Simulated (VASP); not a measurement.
# Se (P6/mmm) in VASP: a series of runs

Runs on Se. Level: PBEsol. Tasks: single point.

Program: VASP 6.6.1. These are calculated values, not measurements. Logs are shortened: lines on timing, memory, paths and dates and some standing lists are left out, and cuts for length are marked.

### Step 1. The cell of the first run

The structure is hexagonal, space group P6/mmm (No. 191). Conventional cell: a = 4.676 Å, b = 4.676 Å, c = 3.133 Å, α = 90.00°, β = 90.00°, γ = 120.00°. Se (site symmetry 6/mmm) has 14 Se at 3.12 to 3.13 Å within 4.1 Å. Within 3.6 Å of Se (site symmetry -6m2) lie 11 Se at 2.70 to 3.13 Å.

### Step 2. Single point, PBEsol

Contents of INCAR:

```
SYSTEM = Se
  PREC = Accurate
  ENCUT = 520
  EDIFF = 1E-6
  ISMEAR = -1
  SIGMA = 0.1
  LREAL = .False.
  LASPH = .True.
  NELM = 80
  ALGO = Normal
  ISIF = 2
  LWAVE = .False.
  LCHARG = .True.
  GGA = PS
  LELF = .True.
  LVHAR = .True.
  NBANDS = 16
```

Contents of KPOINTS:

```
Automatic mesh
0
Gamma
  7 7 10
  0 0 0
```

Contents of POSCAR:

```
Se
1.0
    4.6762434856      0.0000000000      0.0000000000
   -2.3381217428      4.0497456528      0.0000000000
    0.0000000000      0.0000000000      3.1332503383
Se
3
Direct
    0.0000000000      0.0000000000      0.0000000000
    0.3333333333      0.6666666667      0.5000000000
    0.6666666667      0.3333333333      0.5000000000
```

Potentials or basis: VASP PAW PBE potentials, release 64 (Se).

Command:

```
> cat potpaw_PBE.64/Se/POTCAR > POTCAR
> mpirun -np 1 vasp_std > vasp.out
```

OUTCAR:

```text
SYSTEM = Se
   PREC = Accurate
   ENCUT = 520
   EDIFF = 1E-6
   ISMEAR = -1
   LREAL = .False.
   LASPH = .True.
   NELM = 80
   ISIF = 2
   GGA = PS

 ion  position               nearest neighbor table
   1  0.000  0.000  0.000-
   2  0.333  0.667  0.500-   3 2.70   3 2.70   3 2.70
   3  0.667  0.333  0.500-   2 2.70   2 2.70   2 2.70

  LATTYP: Found a hexagonal cell.
 ALAT       =     4.6762434856
 C/A-ratio  =     0.6700357558

  Lattice vectors:

 A1 = (   4.6762434856,   0.0000000000,   0.0000000000)
 A2 = (  -2.3381217428,   4.0497456528,   0.0000000000)
 A3 = (   0.0000000000,   0.0000000000,   3.1332503383)

Analysis of symmetry for initial positions (statically):
=====================================================================
 Subroutine PRICEL returns:
 Original cell was already a primitive cell.

 Routine SETGRP: Setting up the symmetry group for a
 hexagonal supercell.

 Subroutine GETGRP returns: Found 24 space group operations
 (whereof 24 operations were pure point group operations)
 out of a pool of 24 trial point group operations.

The static configuration has the point symmetry D_6h.

Analysis of symmetry for dynamics (positions and initial velocities):
=====================================================================
 Subroutine PRICEL returns:
 Original cell was already a primitive cell.

 Routine SETGRP: Setting up the symmetry group for a
 hexagonal supercell.

 Subroutine GETGRP returns: Found 24 space group operations
 (whereof 24 operations were pure point group operations)
 out of a pool of 24 trial point group operations.

The dynamic configuration has the point symmetry D_6h.

 Subroutine INISYM returns: Found 24 space group operations
 (whereof 24 operations are pure point group operations),
 and found     1 'primitive' translations

----------------------------------------------------------------------------------------

                                     Primitive cell

  volume of cell :      59.3362

  direct lattice vectors                    reciprocal lattice vectors
     4.676243486  0.000000000  0.000000000     0.213846863  0.123464544  0.000000000
    -2.338121743  4.049745653  0.000000000     0.000000000  0.246929088  0.000000000
     0.000000000  0.000000000  3.133250338     0.000000000  0.000000000  0.319157390

  length of vectors
     4.676243486  4.676243486  3.133250338     0.246929088  0.246929088  0.319157390

  position of ions in fractional coordinates (direct lattice)
     0.000000000  0.000000000  0.000000000
     0.333333333  0.666666667  0.500000000
     0.666666667  0.333333333  0.500000000

  ion indices of the primitive-cell ions
   primitive index   ion index
                 1           1
                 2           2
                 3           3

----------------------------------------------------------------------------------------

 KPOINTS: Automatic mesh

Automatic generation of k-mesh.
 Grid dimensions read from file:
 generate k-points for:    7    7   10

 Generating k-lattice:

  Cartesian coordinates                     Fractional coordinates (reciprocal lattice)
     0.030549552  0.017637792  0.000000000     0.142857143  0.000000000  0.000000000
     0.000000000  0.035275584  0.000000000     0.000000000  0.142857143  0.000000000
     0.000000000  0.000000000  0.031915739     0.000000000  0.000000000  0.100000000

  Length of vectors
     0.035275584  0.035275584  0.031915739

  Shift w.r.t. Gamma in fractional coordinates (k-lattice)
     0.000000000  0.000000000  0.000000000

 Subroutine IBZKPT returns following result:
 ===========================================

 Found     48 irreducible k-points:

 Following reciprocal coordinates:
            Coordinates               Weight
  0.000000  0.000000  0.000000      1.000000
  0.142857  0.000000  0.000000      6.000000
  0.285714  0.000000  0.000000      6.000000
  0.428571  0.000000  0.000000      6.000000
  0.142857  0.142857  0.000000      6.000000
  0.285714  0.142857  0.000000     12.000000
[... 16 lines left out ...]
  0.428571  0.142857  0.200000     12.000000
  0.285714  0.285714  0.200000     12.000000
 [... further k-points ...]
   k-points           NKPTS =     48   k-points in BZ     NKDIM =     48   number of bands    NBANDS=     16
   number of dos      NEDOS =    301   number of ions     NIONS =      3
   total plane-waves  NPLWV =  31104
   dimension x,y,z NGX =    36 NGY =   36 NGZ =   24
   dimension x,y,z NGXF=    72 NGYF=   72 NGZF=   48
   ions per type =               3
   NGX,Y,Z   is equivalent  to a cutoff of  12.80, 12.80, 12.73 a.u.
   NGXF,Y,Z  is equivalent  to a cutoff of  25.60, 25.60, 25.47 a.u.
 SYSTEM =  Se
   PREC   = accura    normal or accurate (medium, high low for compatibility)
   ISTART =      0    job   : 0-new  1-cont  2-samecut
   ICHARG =      2    charge: 1-file 2-atom 10-const
   ISPIN  =      1    spin polarized calculation?
   LNONCOLLINEAR =      F non collinear calculations
   LSORBIT =      F    spin-orbit coupling
   LASPH  =      T    aspherical Exc in radial PAW
   ENCUT  =  520.0 eV  38.22 Ry    6.18 a.u.   8.69  8.69  5.83*2*pi/ulx,y,z
   NELM   =     80;   NELMIN=  2; NELMDL= -5     # of ELM steps
   EDIFF  = 0.1E-05   stopping-criterion for ELM
   LREAL  =      F    real-space projection
   EDIFFG = 0.1E-04   stopping-criterion for IOM
   NSW    =      0    number of steps for IOM
   IBRION =     -1    ionic relax: 0-MD 1-quasi-New 2-CG
   NFREE  =      0    steps in history (QN), initial steepest desc. (CG)
   ISIF   =      2    stress and relaxation
   ISYM   =      2    0-nonsym 1-usesym 2-fastsym
   POTIM  = 0.5000    time-step for ionic-motion
   TEBEG  =    0.0;   TEEND  =   0.0 temperature during run
   PSTRESS=    0.0 pullay stress
   NELECT =      18.0000    total number of electrons
   NUPDOWN=      -1.0000    fix difference up-down
   EMIN   =  10.00;   EMAX   =-10.00  energy-range for DOS
   EFERMI =   0.00;   METHOD = LEGACY
   ISMEAR =    -1;   SIGMA  =   0.10  broadening in eV -4-tet -1-fermi 0-gaus
   EFERMI_NEDOS =   21; number of points for ismear=-14 and -15
   IALGO  =     38    algorithm
   IMIX   =      4    mixing-type and parameters
     AMIX     =   0.40;   BMIX     =  1.00
     AMIX_MAG =   1.60;   BMIX_MAG =  1.00
  volume/ion in A,a.u.               =      19.78       133.47
  Fermi-wavevector in a.u.,A,eV,Ry     =   1.099999  2.078697 16.463024  1.209998
  Thomas-Fermi vector in A             =   2.236403
   LORBIT       =      0    0 simple, 1 ext, 2 COOP (PROOUT), +10 PAW based schemes
   GGA     = PS    functional components
   LHFCALC =     F    Hartree Fock is set to
   AEXX    =    0.0000 exact exchange contribution
   IVDW    =     0    specifies the selected vdW correction
   LEPSILON=     F    determine dielectric tensor
   LRPA    =     F    only Hartree local field effects (RPA)
 non-spin polarized calculation
  energy-cutoff  :      520.00
  volume of cell :       59.34
 maximum number of plane-waves:      1619
 NGX is ok and might be reduce to    36
   NGX = 17   NGY = 17   NGZ = 11

 number of electron      17.9999996 magnetization

 Free energy of the ion-electron system (eV)
  ---------------------------------------------------
  ext. energy  EPLUGINS =         0.00000000
  ---------------------------------------------------
  free energy    TOTEN  =       -10.11974333 eV

  energy without entropy =      -10.06337247  energy(sigma->0) =      -10.09155790

 E-fermi :   5.7614     XC(G=0): -10.8286

 val. band max:        5.7270121722   @ k =   0.2857   0.1429   0.0000
 cond. band min:       5.8260663157   @ k =   0.2857   0.0000   0.1000
 fundamental gap:      0.0990541435
 Fermi energy:         5.7613943158

 k-point     1 :       0.0000    0.0000    0.0000
  band No.  band energies     occupation
      1     -10.8114      2.00000
      2      -6.0937      2.00000
      3      -5.7567      2.00000
      4       0.3898      2.00000
      5       0.3898      2.00000
      6       1.2389      2.00000
[... 8 lines left out ...]
     15      17.4227      0.00000
     16      17.4889      0.00000

 k-point     2 :       0.1429    0.0000    0.0000
  band No.  band energies     occupation
      1     -10.6508      2.00000
      2      -6.3223      2.00000
      3      -6.0782      2.00000
      4      -0.2641      2.00000
      5       0.2426      2.00000
      6       2.1813      2.00000
[... 8 lines left out ...]
     15      16.5751      0.00000
     16      17.3168      0.00000

 k-point     3 :       0.2857    0.0000    0.0000
  band No.  band energies     occupation
      1     -10.1760      2.00000
      2      -7.2106      2.00000
      3      -6.4630      2.00000
      4      -0.9104      2.00000
      5       0.9640      2.00000
      6       3.6613      2.00000
[... 8 lines left out ...]
     15      15.8224      0.00000
     16      16.6375      0.00000

 k-point     4 :       0.4286    0.0000    0.0000
  band No.  band energies     occupation
      1      -9.4234      2.00000
      2      -8.3278      2.00000
      3      -6.6618      2.00000
      4      -1.2453      2.00000
      5       2.3966      2.00000
      6       4.3983      2.00000
[... 8 lines left out ...]
     15      15.0451      0.00000
     16      15.6654      0.00000

 k-point     5 :       0.1429    0.1429    0.0000
  band No.  band energies     occupation
      1     -10.3329      2.00000
      2      -6.6784      2.00000
      3      -6.6598      2.00000
      4      -0.3089      2.00000
      5       0.1369      2.00000
      6       3.6354      2.00000
[... 8 lines left out ...]
     15      15.3252      0.00000
     16      17.0002      0.00000

 k-point     6 :       0.2857    0.1429    0.0000
  band No.  band energies     occupation
      1      -9.7140      2.00000
      2      -7.7004      2.00000
      3      -6.9813      2.00000
      4      -0.5492      2.00000
      5       1.1044      2.00000
      6       4.8379      1.99980
[... 8 lines left out ...]
     15      14.4676      0.00000
     16      16.3546      0.00000

 k-point     7 :       0.4286    0.1429    0.0000
  band No.  band energies     occupation
      1      -8.9847      2.00000
      2      -8.6129      2.00000
      3      -7.0958      2.00000
      4      -0.6819      2.00000
      5       2.5017      2.00000
      6       3.1926      2.00000
[... 8 lines left out ...]
     15      14.0257      0.00000
     16      14.6898      0.00000

 k-point     8 :       0.2857    0.2857    0.0000
  band No.  band energies     occupation
      1      -8.9876      2.00000
      2      -8.1126      2.00000
      3      -7.7788      2.00000
      4       0.4540      2.00000
      5       1.2831      2.00000
      6       2.9434      2.00000
[... 8 lines left out ...]
     15      13.7638      0.00000
     16      15.1485      0.00000

 k-point     9 :       0.0000    0.0000    0.1000
  band No.  band energies     occupation
      1     -10.6967      2.00000
      2      -6.0823      2.00000
      3      -5.6716      2.00000
      4       0.4781      2.00000
      5       0.4781      2.00000
      6       1.3738      2.00000
[... 8 lines left out ...]
     15      15.4640      0.00000
     16      17.5179      0.00000
[... 172 lines left out ...]
 k-point    19 :       0.2857    0.0000    0.2000
  band No.  band energies     occupation
      1      -9.7445      2.00000
      2      -6.9060      2.00000
      3      -6.2446      2.00000
      4      -0.4491      2.00000
      5       0.8425      2.00000
      6       2.7024      2.00000
[... 8 lines left out ...]
     15      14.8985      0.00000
     16      15.9379      0.00000

 k-point    20 :       0.4286    0.0000    0.2000
  band No.  band energies     occupation
      1      -9.0244      2.00000
      2      -7.9324      2.00000
      3      -6.4278      2.00000
      4      -0.7716      2.00000
      5       1.6527      2.00000
      6       2.7286      2.00000
[... 8 lines left out ...]
     15      15.4523      0.00000
     16      16.2526      0.00000

 k-point    21 :       0.1429    0.1429    0.2000
  band No.  band energies     occupation
      1      -9.8967      2.00000
      2      -6.5128      2.00000
      3      -6.3275      2.00000
      4      -0.1107      2.00000
      5       0.6087      2.00000
      6       2.1430      2.00000
[... 8 lines left out ...]
     15      14.7392      0.00000
     16      16.0615      0.00000

 k-point    22 :       0.2857    0.1429    0.2000
  band No.  band energies     occupation
      1      -9.2981      2.00000
      2      -7.3502      2.00000
      3      -6.7088      2.00000
      4      -0.2806      2.00000
      5       1.1674      2.00000
      6       2.7521      2.00000
[... 8 lines left out ...]
     15      15.2063      0.00000
     16      15.9285      0.00000

 k-point    23 :       0.4286    0.1429    0.2000
  band No.  band energies     occupation
      1      -8.6260      2.00000
      2      -8.1841      2.00000
      3      -6.8068      2.00000
      4      -0.3671      2.00000
      5       2.0476      2.00000
      6       2.2802      2.00000
[... 8 lines left out ...]
     15      15.1657      0.00000
     16      16.0924      0.00000

 k-point    24 :       0.2857    0.2857    0.2000
  band No.  band energies     occupation
      1      -8.6040      2.00000
      2      -7.7631      2.00000
      3      -7.4039      2.00000
      4       0.2780      2.00000
      5       1.6362      2.00000
      6       2.4744      2.00000
[... 8 lines left out ...]
     15      14.8732      0.00000
     16      15.6049      0.00000

 [... further k-points ...]

------------------------ aborting loop because EDIFF is reached ----------------------------------------

  FORCE on cell =-STRESS in cart. coord.  units (eV):
  Direction    XX          YY          ZZ          XY          YZ          ZX
  --------------------------------------------------------------------------------------
  -------------------------------------------------------------------------------------
  Total        0.0386503      0.0386503      0.0236316      0.0000000      0.0000000      0.0000000
  in kB        1.0436215      1.0436215      0.6380928      0.0000000      0.0000000      0.0000000
  external PRESSURE =       0.9084452 kB  Pullay stress =       0.0000000 kB

 VOLUME and BASIS-vectors are now :
 -----------------------------------------------------------------------------
  energy-cutoff  :      520.00
  volume of cell :       59.34
      direct lattice vectors                 reciprocal lattice vectors
     4.676243486  0.000000000  0.000000000     0.213846863  0.123464544  0.000000000
    -2.338121743  4.049745653  0.000000000     0.000000000  0.246929088  0.000000000
     0.000000000  0.000000000  3.133250338     0.000000000  0.000000000  0.319157390

 POSITION                                       TOTAL-FORCE (eV/Angst)
 -----------------------------------------------------------------------------------
      0.00000      0.00000      0.00000         0.000000      0.000000     -0.000000
     -0.00000      2.69983      1.56663         0.000000     -0.000000      0.000000
      2.33812      1.34992      1.56663        -0.000000      0.000000     -0.000000
 -----------------------------------------------------------------------------------
    total drift:                                0.000000      0.000000     -0.000000

  FREE ENERGIE OF THE ION-ELECTRON SYSTEM (eV)
  ---------------------------------------------------
  free  energy   TOTEN  =       -10.1197433281 eV

  energy  without entropy=      -10.0633724701  energy(sigma->0) =      -10.09155790
```

Wall time 33 s (1 thread of Intel Xeon 6975P-C, shared host); peak memory 0.19 GiB.

What came out:

```
Free energy            : -10.1197 eV
Pressure               : 0.1 GPa
Band gap on the k mesh : zero (band 9 reaches 8.07 eV, above the bottom of band 10 at 3.70 eV)
```

Caveat: the PAW data sets were made with another functional, which shifts forces and pressure a little.

(Continued in part 2 of 2.)
